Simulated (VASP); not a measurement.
# SiC (P6_3mc) in VASP: further runs

SiC is run at these levels: LDA; tasks: relaxation of the atoms.

All numbers are computed with VASP 6.6.1; they aren't measurements. Logs are shortened: lines on timing, memory, paths and dates and some standing lists are left out, and cuts for length are marked.

## Step 1: The cell of the first run

Symmetry: P6_3mc, No. 186, hexagonal system. The conventional cell has a = 3.298 Å, b = 3.298 Å, c = 4.996 Å, α = 90.00°, β = 90.00°, γ = 120.00°. Within 2.5 Å of Si (site symmetry 3m) lie 4 C at 1.88 to 2.00 Å. C (site symmetry 3m) has 4 Si at 1.88 to 2.00 Å within 2.5 Å.

## Step 2: Relaxation of the atoms, LDA (11.77 Å³/atom)

Input file INCAR:

```
SYSTEM = SiC
ALGO = Normal
EDIFF = 1E-6
EDIFFG = -0.01
ENCUT = 520
GGA = CA
IBRION = 2
ISIF = 2
ISMEAR = 0
LASPH = .TRUE.
LCHARG = .FALSE.
LREAL = .FALSE.
LWAVE = .FALSE.
NELM = 100
NSW = 50
PREC = Accurate
SIGMA = 0.05
```

Input file KPOINTS:

```
k-points
0
G
  12 12 6
  0 0 0
```

Input file POSCAR:

```
SiC
1.0
    3.2981498406      0.0000000000      0.0000000000
   -1.6490749203      2.8562815474      0.0000000000
    0.0000000000      0.0000000000      4.9963671935
Si C
2 2
Direct
    0.3333333333      0.6666666667      0.0046041256
    0.6666666667      0.3333333333      0.5046041256
    0.3333333333      0.6666666667      0.3803958744
    0.6666666667      0.3333333333      0.8803958744
```

Potentials or basis: VASP PAW LDA potentials, release 64 (Si, C).

Command:

```bash
$ cat potpaw_LDA.64/Si/POTCAR potpaw_LDA.64/C/POTCAR > POTCAR
$ mpirun -np 1 vasp_std > vasp.out
```

OUTCAR:

```text
SYSTEM = SiC
   EDIFF = 1E-6
   EDIFFG = -0.01
   ENCUT = 520
   GGA = CA
   IBRION = 2
   ISIF = 2
   ISMEAR = 0
   LASPH = .TRUE.
   LREAL = .FALSE.
   NELM = 100
   NSW = 50
   PREC = Accurate

 ion  position               nearest neighbor table
   1  0.333  0.667  0.005-   3 1.88   4 2.00   4 2.00   4 2.00   2 3.14   2 3.14   2 3.14   2 3.14
                             2 3.14   2 3.14
   2  0.667  0.333  0.505-   4 1.88   3 2.00   3 2.00   3 2.00   1 3.14   1 3.14   1 3.14   1 3.14
                             1 3.14   1 3.14
   3  0.333  0.667  0.380-   1 1.88   2 2.00   2 2.00   2 2.00
   4  0.667  0.333  0.880-   2 1.88   1 2.00   1 2.00   1 2.00

  LATTYP: Found a hexagonal cell.
 ALAT       =     3.2981498406
 C/A-ratio  =     1.5149000000

  Lattice vectors:

 A1 = (   3.2981498406,   0.0000000000,   0.0000000000)
 A2 = (  -1.6490749203,   2.8562815474,   0.0000000000)
 A3 = (   0.0000000000,   0.0000000000,   4.9963671935)

Analysis of symmetry for initial positions (statically):
=====================================================================
 Subroutine PRICEL returns:
 Original cell was already a primitive cell.

 Routine SETGRP: Setting up the symmetry group for a
 hexagonal supercell.

 Subroutine GETGRP returns: Found 12 space group operations
 (whereof  6 operations were pure point group operations)
 out of a pool of 24 trial point group operations.

The static configuration has the point symmetry C_3v.
 The point group associated with its full space group is C_6v.

Analysis of symmetry for dynamics (positions and initial velocities):
=====================================================================
 Subroutine PRICEL returns:
 Original cell was already a primitive cell.

 Routine SETGRP: Setting up the symmetry group for a
 hexagonal supercell.

 Subroutine GETGRP returns: Found 12 space group operations
 (whereof  6 operations were pure point group operations)
 out of a pool of 24 trial point group operations.

The dynamic configuration has the point symmetry C_3v.
 The point group associated with its full space group is C_6v.

 Subroutine INISYM returns: Found 12 space group operations
 (whereof  6 operations are pure point group operations),
 and found     1 'primitive' translations

----------------------------------------------------------------------------------------

                                     Primitive cell

  volume of cell :      47.0680

  direct lattice vectors                    reciprocal lattice vectors
     3.298149841  0.000000000  0.000000000     0.303200294  0.175052771  0.000000000
    -1.649074920  2.856281547  0.000000000     0.000000000  0.350105542  0.000000000
     0.000000000  0.000000000  4.996367194     0.000000000  0.000000000  0.200145418

  length of vectors
     3.298149841  3.298149841  4.996367194     0.350105542  0.350105542  0.200145418

  position of ions in fractional coordinates (direct lattice)
     0.333333333  0.666666667  0.004604126
     0.666666667  0.333333333  0.504604126
     0.333333333  0.666666667  0.380395874
     0.666666667  0.333333333  0.880395874

  ion indices of the primitive-cell ions
   primitive index   ion index
                 1           1
                 2           2
                 3           3
                 4           4

----------------------------------------------------------------------------------------

 KPOINTS: k-points

Automatic generation of k-mesh.
 Grid dimensions read from file:
 generate k-points for:   12   12    6

 Generating k-lattice:

  Cartesian coordinates                     Fractional coordinates (reciprocal lattice)
     0.025266691  0.014587731  0.000000000     0.083333333  0.000000000  0.000000000
     0.000000000  0.029175462  0.000000000     0.000000000  0.083333333  0.000000000
     0.000000000  0.000000000  0.033357570     0.000000000  0.000000000  0.166666667

  Length of vectors
     0.029175462  0.029175462  0.033357570

  Shift w.r.t. Gamma in fractional coordinates (k-lattice)
     0.000000000  0.000000000  0.000000000

 Subroutine IBZKPT returns following result:
 ===========================================

 Found     76 irreducible k-points:

 Following reciprocal coordinates:
            Coordinates               Weight
  0.000000  0.000000  0.000000      1.000000
  0.083333  0.000000  0.000000      6.000000
  0.166667  0.000000  0.000000      6.000000
  0.250000  0.000000  0.000000      6.000000
  0.333333  0.000000  0.000000      6.000000
  0.416667 -0.000000  0.000000      6.000000
[... 16 lines left out ...]
  0.250000  0.000000  0.166667     12.000000
  0.333333  0.000000  0.166667     12.000000
 [... further k-points ...]
   k-points           NKPTS =     76   k-points in BZ     NKDIM =     76   number of bands    NBANDS=     12
   number of dos      NEDOS =    301   number of ions     NIONS =      4
   total plane-waves  NPLWV =  31360
   dimension x,y,z NGX =    28 NGY =   28 NGZ =   40
   dimension x,y,z NGXF=    56 NGYF=   56 NGZF=   80
   ions per type =               2   2
   NGX,Y,Z   is equivalent  to a cutoff of  14.11, 14.11, 13.31 a.u.
   NGXF,Y,Z  is equivalent  to a cutoff of  28.23, 28.23, 26.62 a.u.
 SYSTEM =  SiC
   PREC   = accura    normal or accurate (medium, high low for compatibility)
   ISTART =      0    job   : 0-new  1-cont  2-samecut
   ICHARG =      2    charge: 1-file 2-atom 10-const
   ISPIN  =      1    spin polarized calculation?
   LNONCOLLINEAR =      F non collinear calculations
   LSORBIT =      F    spin-orbit coupling
   LASPH  =      T    aspherical Exc in radial PAW
   ENCUT  =  520.0 eV  38.22 Ry    6.18 a.u.   6.13  6.13  9.29*2*pi/ulx,y,z
   NELM   =    100;   NELMIN=  2; NELMDL= -5     # of ELM steps
   EDIFF  = 0.1E-05   stopping-criterion for ELM
   LREAL  =      F    real-space projection
   EDIFFG = -.1E-01   stopping-criterion for IOM
   NSW    =     50    number of steps for IOM
   IBRION =      2    ionic relax: 0-MD 1-quasi-New 2-CG
   NFREE  =      1    steps in history (QN), initial steepest desc. (CG)
   ISIF   =      2    stress and relaxation
   ISYM   =      2    0-nonsym 1-usesym 2-fastsym
   POTIM  = 0.5000    time-step for ionic-motion
   TEBEG  =    0.0;   TEEND  =   0.0 temperature during run
   PSTRESS=    0.0 pullay stress
   NELECT =      16.0000    total number of electrons
   NUPDOWN=      -1.0000    fix difference up-down
   EMIN   =  10.00;   EMAX   =-10.00  energy-range for DOS
   EFERMI =   0.00;   METHOD = LEGACY
   ISMEAR =     0;   SIGMA  =   0.05  broadening in eV -4-tet -1-fermi 0-gaus
   EFERMI_NEDOS =   21; number of points for ismear=-14 and -15
   IALGO  =     38    algorithm
   IMIX   =      4    mixing-type and parameters
     AMIX     =   0.40;   BMIX     =  1.00
     AMIX_MAG =   1.60;   BMIX_MAG =  1.00
  volume/ion in A,a.u.               =      11.77        79.41
  Fermi-wavevector in a.u.,A,eV,Ry     =   1.142544  2.159095 17.761136  1.305407
  Thomas-Fermi vector in A             =   2.279242
   LORBIT       =      0    0 simple, 1 ext, 2 COOP (PROOUT), +10 PAW based schemes
   GGA     = CA    functional components
   LHFCALC =     F    Hartree Fock is set to
   AEXX    =    0.0000 exact exchange contribution
   IVDW    =     0    specifies the selected vdW correction
   LEPSILON=     F    determine dielectric tensor
   LRPA    =     F    only Hartree local field effects (RPA)
 conjugate gradient relaxation of ions
 non-spin polarized calculation
 Gauss-broadening in eV      SIGMA  =   0.05
  energy-cutoff  :      520.00
  volume of cell :       47.07
 maximum number of plane-waves:      1284
 NGX is ok and might be reduce to    28
   NGX = 13   NGY = 13   NGZ = 19

--------------------------------------- Ionic step        1  -------------------------------------------

 number of electron      15.9999999 magnetization

 Free energy of the ion-electron system (eV)
  ---------------------------------------------------
  ext. energy  EPLUGINS =         0.00000000
  ---------------------------------------------------
  free energy    TOTEN  =       -32.44559213 eV

  energy without entropy =      -32.44559213  energy(sigma->0) =      -32.44559213

------------------------ aborting loop because EDIFF is reached ----------------------------------------

  FORCE on cell =-STRESS in cart. coord.  units (eV):
  Direction    XX          YY          ZZ          XY          YZ          ZX
  --------------------------------------------------------------------------------------
  -------------------------------------------------------------------------------------
  Total      -10.2865256    -10.2865256     -0.4062817      0.0000000     -0.0000000      0.0000000
  in kB     -350.1495299   -350.1495299    -13.8296777      0.0000000     -0.0000000      0.0000000
  external PRESSURE =    -238.0429125 kB  Pullay stress =       0.0000000 kB
[... 61 lines left out ...]
  energy  without entropy=      -32.4541152721  energy(sigma->0) =      -32.45411527

--------------------------------------- Ionic step        3  -------------------------------------------

 number of electron      16.0000000 magnetization

 Free energy of the ion-electron system (eV)
  ---------------------------------------------------
  ext. energy  EPLUGINS =         0.00000000
  ---------------------------------------------------
  free energy    TOTEN  =       -32.45943548 eV

  energy without entropy =      -32.45943548  energy(sigma->0) =      -32.45943548

 E-fermi :   7.1976     XC(G=0): -11.0043

 val. band max:        6.9849265931   @ k =   0.0000   0.0000   0.0000
 cond. band min:       8.6687117053   @ k =   0.5000   0.0000   0.0000
 fundamental gap:      1.6837851122
 Fermi energy:         7.1976343372

 k-point     1 :       0.0000    0.0000    0.0000
  band No.  band energies     occupation
      1      -7.7089      2.00000
      2      -3.9618      2.00000
      3      -1.0360      2.00000
      4       5.0742      2.00000
      5       5.0742      2.00000
      6       6.7054      2.00000
      7       6.7054      2.00000
      8       6.9849      2.00000
      9       9.3365      0.00000
     10      11.7049      0.00000
     11      12.0843      0.00000
     12      12.0843      0.00000
[... 331 lines left out ...]
 k-point    24 :       0.3333    0.0000    0.1667
  band No.  band energies     occupation
      1      -6.0212      2.00000
      2      -3.4175      2.00000
      3      -0.2917      2.00000
      4       1.7951      2.00000
      5       2.3397      2.00000
      6       3.7815      2.00000
      7       5.4297      2.00000
      8       5.7574      2.00000
      9       9.2784      0.00000
     10      11.1069      0.00000
     11      13.1548      0.00000
     12      13.6954      0.00000

 [... further k-points ...]

------------------------ aborting loop because EDIFF is reached ----------------------------------------

  FORCE on cell =-STRESS in cart. coord.  units (eV):
  Direction    XX          YY          ZZ          XY          YZ          ZX
  --------------------------------------------------------------------------------------
  -------------------------------------------------------------------------------------
  Total      -10.2311459    -10.2311459     -1.1042881      0.0000000      0.0000000      0.0000000
  in kB     -348.2644249   -348.2644249    -37.5895588      0.0000000      0.0000000      0.0000000
  external PRESSURE =    -244.7061362 kB  Pullay stress =       0.0000000 kB
[... 19 lines left out ...]
  FREE ENERGIE OF THE ION-ELECTRON SYSTEM (eV)
  ---------------------------------------------------
  free  energy   TOTEN  =       -32.4594354784 eV

  energy  without entropy=      -32.4594354784  energy(sigma->0) =      -32.45943548

 reached required accuracy - stopping structural energy minimisation
```

Run time: 79 s. Hardware: 1 thread of Intel Xeon 8259CL, shared host; peak memory 0.17 GiB.

What came out:

```
Free energy               : -32.4594 eV
Energy gained by relaxing : 3.5 meV/atom
Ionic steps               : 3
Pressure after relaxing   : -24.5 GPa
Band gap on the k mesh    : 1.68 eV (least direct gap 2.35 eV)
```

Step by step:
| step | energy change (eV) | largest force (eV/Å) | pressure (GPa) |
| --- | --- | --- | --- |
| 1 | 0.0000 | 0.4905 | -23.80 |
| 2 | -0.0085 | 0.2841 | -24.82 |
| 3 | -0.0138 | 0.0002 | -24.47 |

Final structure:
```xyz
4
Lattice="3.2981 0.0000 0.0000 -1.6491 2.8563 0.0000 0.0000 0.0000 4.9964" Properties=species:S:1:pos:R:3 pbc="T T T"
Si    0.0000    1.9042    0.0086
Si    1.6491    0.9521    2.5068
C     0.0000    1.9042    1.9150
C     1.6491    0.9521    4.4132
```

Levels at points of the mesh, in eV from the valence-band top:
```tsv
k point	band 4	band 5	band 6	band 7	band 8	band 9	band 10	band 11	band 12
(0.00, 0.00, 0.00)	-1.91	-1.91	-0.28	-0.28	0.00	2.35	4.72	5.10	5.10
(0.50, 0.00, 0.00)	-5.77	-5.21	-3.64	-3.15	-1.23	1.68	4.24	5.67	6.18
(0.00, 0.00, 0.50)	-3.80	-1.18	-1.18	-1.18	-1.18	3.72	3.72	5.90	5.90
(0.50, 0.00, 0.50)	-7.93	-2.67	-2.67	-2.00	-2.00	2.76	2.76	4.88	4.88
```

A k mesh can miss the band edges.

## Step 3: Relaxation of the atoms, LDA (11.77 Å³/atom)

Input file INCAR:

```
  ALGO = Normal
  EDIFF = 1E-7
  EDIFFG = -0.01
  ENCUT = 520
  GGA = CA
  IBRION = 2
  ISIF = 2
  ISMEAR = 0
  LASPH = True
  LCHARG = False
  LREAL = False
  LWAVE = False
  NELM = 80
  NSW = 50
  PREC = Accurate
  SIGMA = 0.05
```

Input file KPOINTS:

```
k-points
0
Gamma
  12 12 6
```

Input file POSCAR:

```
SiC
1.0
    3.2544142579      0.0000000000      0.0000000000
   -1.6272071290      2.8184054218      0.0000000000
    0.0000000000      0.0000000000      5.1315604019
Si C
2 2
Direct
    0.3333333333      0.6666666667      0.0046041256
    0.6666666667      0.3333333333      0.5046041256
    0.3333333333      0.6666666667      0.3803958744
    0.6666666667      0.3333333333      0.8803958744
```

Potentials or basis: VASP PAW LDA potentials, release 64 (Si, C).

Command:

```bash
$ cat potpaw_LDA.64/Si/POTCAR potpaw_LDA.64/C/POTCAR > POTCAR
$ mpirun -np 1 vasp_std > vasp.out
```

Wall time 53 s (1 thread of Intel Xeon 8259CL, shared host); peak memory 0.16 GiB.

The run converged. Its results:

```yaml
Free_energy: -32.6442 eV
Energy_gained_by_relaxing: 0.6 meV/atom
Ionic_steps: 3
Pressure_after_relaxing: -25.0 GPa
Band_gap_on_the_k_mesh: 2.12 eV (least direct gap 3.08 eV)
```

Stress tensor (GPa, compression positive):
```
-30.35   0.00   0.00
  0.00 -30.35   0.00
  0.00   0.00 -14.40
```

The path:
```tsv
step	energy change (eV)	largest force (eV/Å)	pressure (GPa)
1	0.0000	0.1830	-24.90
2	-0.0018	0.0795	-25.08
3	-0.0022	0.0000	-25.03
```

Final structure:
```cif
data_structure
_symmetry_space_group_name_H-M 'P 1'
_symmetry_Int_Tables_number 1
_cell_length_a 3.2544
_cell_length_b 3.2544
_cell_length_c 5.1316
_cell_angle_alpha 90.000
_cell_angle_beta 90.000
_cell_angle_gamma 120.000
_cell_volume 47.07
loop_
_atom_site_label
_atom_site_type_symbol
_atom_site_fract_x
_atom_site_fract_y
_atom_site_fract_z
_atom_site_occupancy
Si1 Si 0.33333 0.66667 0.00342 1
Si2 Si 0.66667 0.33333 0.50342 1
C1 C 0.33333 0.66667 0.38158 1
C2 C 0.66667 0.33333 0.88158 1
```

Levels at points of the mesh, in eV from the valence-band top:
| k point | band 5 | band 6 | band 7 | band 8 | band 9 | band 10 | band 11 | band 12 |
| --- | --- | --- | --- | --- | --- | --- | --- | --- |
| (0.00, 0.00, 0.00) | -1.53 | -0.10 | -0.10 | 0.00 | 3.08 | 4.96 | 5.51 | 5.51 |
| (0.50, 0.00, 0.00) | -5.07 | -3.30 | -3.02 | -1.15 | 2.12 | 4.16 | 5.79 | 6.39 |
| (0.00, 0.00, 0.50) | -0.89 | -0.89 | -0.89 | -0.89 | 4.27 | 4.27 | 6.28 | 6.28 |
| (0.50, 0.00, 0.50) | -2.43 | -2.43 | -2.06 | -2.06 | 2.91 | 2.91 | 4.77 | 4.77 |
